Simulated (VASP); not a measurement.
# InSb (k07) (F-43m) in VASP: notebook, part 3 of 3

VASP 6.6.1. The steps go on from the part before.

## (4) Single point, PBEsol

File INCAR:

```
SYSTEM = InSb
  PREC = Accurate
  ENCUT = 500
  EDIFF = 1E-6
  ISMEAR = 0
  SIGMA = 0.01
  LREAL = .False.
  LASPH = .True.
  NELM = 120
  ALGO = Normal
  ISIF = 2
  LWAVE = .False.
  LCHARG = .False.
  GGA = PS
  NBANDS = 16
  GGA_COMPAT = .False.
```

File KPOINTS:

```
regular mesh
0
Gamma
  14 14 14
  0 0 0
```

File POSCAR:

```
InSb
1.0
    0.0000000000      3.2598779557      3.2598779557
    3.2598779557      0.0000000000      3.2598779557
    3.2598779557      3.2598779557      0.0000000000
In Sb
1 1
Direct
    0.0000000000      0.0000000000      0.0000000000
    0.2500000000      0.2500000000      0.2500000000
```

Potentials or basis: VASP PAW PBE potentials, release 64 (In_d, Sb).

Run with:

```
$ cat potpaw_PBE.64/In_d/POTCAR potpaw_PBE.64/Sb/POTCAR > POTCAR
$ mpirun -np 1 vasp_std > vasp.out
```

OUTCAR:

```text
SYSTEM = InSb
   PREC = Accurate
   ENCUT = 500
   EDIFF = 1E-6
   ISMEAR = 0
   LREAL = .False.
   LASPH = .True.
   NELM = 120
   ISIF = 2
   GGA = PS

 ion  position               nearest neighbor table
   1  0.000  0.000  0.000-   2 2.82   2 2.82   2 2.82   2 2.82
   2  0.250  0.250  0.250-   1 2.82   1 2.82   1 2.82   1 2.82

  LATTYP: Found a face centered cubic cell.
 ALAT       =     6.5197559114

  Lattice vectors:

 A1 = (   0.0000000000,   3.2598779557,   3.2598779557)
 A2 = (   3.2598779557,   0.0000000000,   3.2598779557)
 A3 = (   3.2598779557,   3.2598779557,   0.0000000000)

Analysis of symmetry for initial positions (statically):
=====================================================================
 Subroutine PRICEL returns:
 Original cell was already a primitive cell.

 Routine SETGRP: Setting up the symmetry group for a
 face centered cubic supercell.

 Subroutine GETGRP returns: Found 24 space group operations
 (whereof 24 operations were pure point group operations)
 out of a pool of 48 trial point group operations.

The static configuration has the point symmetry T_d .

Analysis of symmetry for dynamics (positions and initial velocities):
=====================================================================
 Subroutine PRICEL returns:
 Original cell was already a primitive cell.

 Routine SETGRP: Setting up the symmetry group for a
 face centered cubic supercell.

 Subroutine GETGRP returns: Found 24 space group operations
 (whereof 24 operations were pure point group operations)
 out of a pool of 48 trial point group operations.

The dynamic configuration has the point symmetry T_d .

 Subroutine INISYM returns: Found 24 space group operations
 (whereof 24 operations are pure point group operations),
 and found     1 'primitive' translations

----------------------------------------------------------------------------------------

                                     Primitive cell

  volume of cell :      69.2842

  direct lattice vectors                    reciprocal lattice vectors
     0.000000000  3.259877956  3.259877956    -0.153379975  0.153379975  0.153379975
     3.259877956  0.000000000  3.259877956     0.153379975 -0.153379975  0.153379975
     3.259877956  3.259877956  0.000000000     0.153379975  0.153379975 -0.153379975

  length of vectors
     4.610163617  4.610163617  4.610163617     0.265661910  0.265661910  0.265661910

  position of ions in fractional coordinates (direct lattice)
     0.000000000  0.000000000  0.000000000
     0.250000000  0.250000000  0.250000000

  ion indices of the primitive-cell ions
   primitive index   ion index
                 1           1
                 2           2

----------------------------------------------------------------------------------------

 KPOINTS: regular mesh

Automatic generation of k-mesh.
 Grid dimensions read from file:
 generate k-points for:   14   14   14

 Generating k-lattice:

  Cartesian coordinates                     Fractional coordinates (reciprocal lattice)
    -0.010955713  0.010955713  0.010955713     0.071428571  0.000000000  0.000000000
     0.010955713 -0.010955713  0.010955713     0.000000000  0.071428571  0.000000000
     0.010955713  0.010955713 -0.010955713     0.000000000  0.000000000  0.071428571

  Length of vectors
     0.018975851  0.018975851  0.018975851

  Shift w.r.t. Gamma in fractional coordinates (k-lattice)
     0.000000000  0.000000000  0.000000000

 Subroutine IBZKPT returns following result:
 ===========================================

 Found    104 irreducible k-points:

 Following reciprocal coordinates:
            Coordinates               Weight
  0.000000  0.000000  0.000000      1.000000
  0.071429  0.000000  0.000000      8.000000
  0.142857  0.000000  0.000000      8.000000
  0.214286  0.000000  0.000000      8.000000
  0.285714  0.000000  0.000000      8.000000
  0.357143  0.000000  0.000000      8.000000
[... 16 lines left out ...]
  0.214286  0.142857  0.000000     24.000000
  0.285714  0.142857  0.000000     24.000000
 [... further k-points ...]
   k-points           NKPTS =    104   k-points in BZ     NKDIM =    104   number of bands    NBANDS=     16
   number of dos      NEDOS =    301   number of ions     NIONS =      2
   total plane-waves  NPLWV =  46656
   dimension x,y,z NGX =    36 NGY =   36 NGZ =   36
   dimension x,y,z NGXF=    72 NGYF=   72 NGZF=   72
   ions per type =               1   1
   NGX,Y,Z   is equivalent  to a cutoff of  12.98, 12.98, 12.98 a.u.
   NGXF,Y,Z  is equivalent  to a cutoff of  25.96, 25.96, 25.96 a.u.
 SYSTEM =  InSb
   PREC   = accura    normal or accurate (medium, high low for compatibility)
   ISTART =      0    job   : 0-new  1-cont  2-samecut
   ICHARG =      2    charge: 1-file 2-atom 10-const
   ISPIN  =      1    spin polarized calculation?
   LNONCOLLINEAR =      F non collinear calculations
   LSORBIT =      F    spin-orbit coupling
   LASPH  =      T    aspherical Exc in radial PAW
   ENCUT  =  500.0 eV  36.75 Ry    6.06 a.u.   8.41  8.41  8.41*2*pi/ulx,y,z
   NELM   =    120;   NELMIN=  2; NELMDL= -5     # of ELM steps
   EDIFF  = 0.1E-05   stopping-criterion for ELM
   LREAL  =      F    real-space projection
   EDIFFG = 0.1E-04   stopping-criterion for IOM
   NSW    =      0    number of steps for IOM
   IBRION =     -1    ionic relax: 0-MD 1-quasi-New 2-CG
   NFREE  =      0    steps in history (QN), initial steepest desc. (CG)
   ISIF   =      2    stress and relaxation
   ISYM   =      2    0-nonsym 1-usesym 2-fastsym
   POTIM  = 0.5000    time-step for ionic-motion
   TEBEG  =    0.0;   TEEND  =   0.0 temperature during run
   PSTRESS=    0.0 pullay stress
   NELECT =      18.0000    total number of electrons
   NUPDOWN=      -1.0000    fix difference up-down
   EMIN   =  10.00;   EMAX   =-10.00  energy-range for DOS
   EFERMI =   0.00;   METHOD = LEGACY
   ISMEAR =     0;   SIGMA  =   0.01  broadening in eV -4-tet -1-fermi 0-gaus
   EFERMI_NEDOS =   21; number of points for ismear=-14 and -15
   IALGO  =     38    algorithm
   IMIX   =      4    mixing-type and parameters
     AMIX     =   0.40;   BMIX     =  1.00
     AMIX_MAG =   1.60;   BMIX_MAG =  1.00
  volume/ion in A,a.u.               =      34.64       233.78
  Fermi-wavevector in a.u.,A,eV,Ry     =   1.044610  1.974027 14.846824  1.091211
  Thomas-Fermi vector in A             =   2.179370
   LORBIT       =      0    0 simple, 1 ext, 2 COOP (PROOUT), +10 PAW based schemes
   GGA     = PS    functional components
   LHFCALC =     F    Hartree Fock is set to
   AEXX    =    0.0000 exact exchange contribution
   IVDW    =     0    specifies the selected vdW correction
   LEPSILON=     F    determine dielectric tensor
   LRPA    =     F    only Hartree local field effects (RPA)
 non-spin polarized calculation
 Gauss-broadening in eV      SIGMA  =   0.01
  energy-cutoff  :      500.00
  volume of cell :       69.28
 maximum number of plane-waves:      1807
 NGX is ok and might be reduce to    36
   NGX = 17   NGY = 17   NGZ = 17

 number of electron      17.9999994 magnetization

 Free energy of the ion-electron system (eV)
  ---------------------------------------------------
  ext. energy  EPLUGINS =         0.00000000
  ---------------------------------------------------
  free energy    TOTEN  =        -7.70097870 eV

  energy without entropy =       -7.70097308  energy(sigma->0) =       -7.70097589

 E-fermi :   4.7678     XC(G=0):  -8.7895

 val. band max:        4.7647343595   @ k =   0.0000   0.0000   0.0000
 cond. band min:       5.2044147343   @ k =   0.5000   0.0000   0.0000
 fundamental gap:      0.4396803748
 Fermi energy:         4.7677799736

 k-point     1 :       0.0000    0.0000    0.0000
  band No.  band energies     occupation
      1      -9.7356      2.00000
      2      -9.7356      2.00000
      3      -9.7356      2.00000
      4      -9.6542      2.00000
      5      -9.6542      2.00000
      6      -5.8660      2.00000
[... 8 lines left out ...]
     15      13.0116      0.00000
     16      13.0116      0.00000
[... 419 lines left out ...]
 k-point    24 :       0.2857    0.1429    0.0000
  band No.  band energies     occupation
      1      -9.7677      2.00000
      2      -9.7211      2.00000
      3      -9.7196      2.00000
      4      -9.6591      2.00000
      5      -9.6513      2.00000
      6      -5.2335      2.00000
[... 8 lines left out ...]
     15      12.6554      0.00000
     16      13.0625      0.00000

 [... further k-points ...]

------------------------ aborting loop because EDIFF is reached ----------------------------------------

  FORCE on cell =-STRESS in cart. coord.  units (eV):
  Direction    XX          YY          ZZ          XY          YZ          ZX
  --------------------------------------------------------------------------------------
  -------------------------------------------------------------------------------------
  Total        0.0011154      0.0011154      0.0011154      0.0000000      0.0000000     -0.0000000
  in kB        0.0257936      0.0257936      0.0257936      0.0000000      0.0000000     -0.0000000
  external PRESSURE =       0.0257936 kB  Pullay stress =       0.0000000 kB

 VOLUME and BASIS-vectors are now :
 -----------------------------------------------------------------------------
  energy-cutoff  :      500.00
  volume of cell :       69.28
      direct lattice vectors                 reciprocal lattice vectors
     0.000000000  3.259877956  3.259877956    -0.153379975  0.153379975  0.153379975
     3.259877956  0.000000000  3.259877956     0.153379975 -0.153379975  0.153379975
     3.259877956  3.259877956  0.000000000     0.153379975  0.153379975 -0.153379975

 POSITION                                       TOTAL-FORCE (eV/Angst)
 -----------------------------------------------------------------------------------
      0.00000      0.00000      0.00000         0.000000      0.000000      0.000000
      1.62994      1.62994      1.62994        -0.000000     -0.000000     -0.000000
 -----------------------------------------------------------------------------------
    total drift:                                0.000000      0.000000      0.000000

  FREE ENERGIE OF THE ION-ELECTRON SYSTEM (eV)
  ---------------------------------------------------
  free  energy   TOTEN  =        -7.7009787018 eV

  energy  without entropy=       -7.7009730800  energy(sigma->0) =       -7.70097589
```

Wall time 74 s (1 thread of Intel Xeon 6975P-C, shared host); peak memory 0.28 GiB.

Results:

```yaml
Free_energy: -7.7010 eV
Pressure: 0.0 GPa
Band_gap_on_the_k_mesh: zero (filled and empty bands touch)
```

Levels at points of the mesh, in eV from the Fermi level:
| k point | band 5 | band 6 | band 7 | band 8 | band 9 | band 10 | band 11 | band 12 | band 13 | band 14 |
| --- | --- | --- | --- | --- | --- | --- | --- | --- | --- | --- |
| (0.00, 0.00, 0.00) | -14.42 | -10.63 | -0.37 | 0.00 | 0.00 | 0.00 | 2.93 | 2.93 | 2.93 | 5.54 |
| (0.50, 0.00, 0.00) | -14.42 | -9.31 | -5.57 | -0.99 | -0.99 | 0.44 | 3.77 | 3.77 | 5.96 | 8.06 |
| (0.50, 0.50, 0.00) | -14.41 | -8.72 | -5.87 | -2.22 | -2.22 | 1.27 | 1.29 | 8.01 | 8.01 | 8.58 |

Caveat: the PAW data sets were made with another functional, which shifts forces and pressure a little; spin-orbit coupling is left out, which moves the levels of the heavy elements.
